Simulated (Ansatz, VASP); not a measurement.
CdMo: VASP beside Ansatz

```xyz
2
Lattice="3.2831 0.0000 0.0000 0.0000 3.2831 0.0000 0.0000 0.0000 3.2831" Properties=species:S:1:pos:R:3 pbc="T T T"
Cd    1.6416    1.6416    1.6416
Mo    0.0000    0.0000    0.0000
```

Alike in both runs: functional PBE; k mesh 16 × 16 × 16; occupations gaussian, width 0.1 eV; no spin polarisation.

Ansatz relaxed the structure, and its values are those at the end. VASP's run is a single point on that final structure, the one shown.

```csv
,VASP,Ansatz
version,VASP 6.6.1,Ansatz 0.2.0
potentials or method,"VASP PAW PBE potentials, release 64 (Cd, Mo_sv), cutoff 520 eV","scalar-relativistic, plane waves, PAW"
valence electrons in the cell,26,34
```

```tsv
	VASP	Ansatz	Ansatz less VASP
gap on the k mesh at the Fermi level (eV)	none	none	-
pressure (GPa)	1.0	0.0	-0.98
```

A gap of «none» marks a metal or a gap that the smearing closes. VASP's potentials hold 26 valence electrons a cell and Ansatz's 34, so a difference there can come from the potentials and not from the codes.
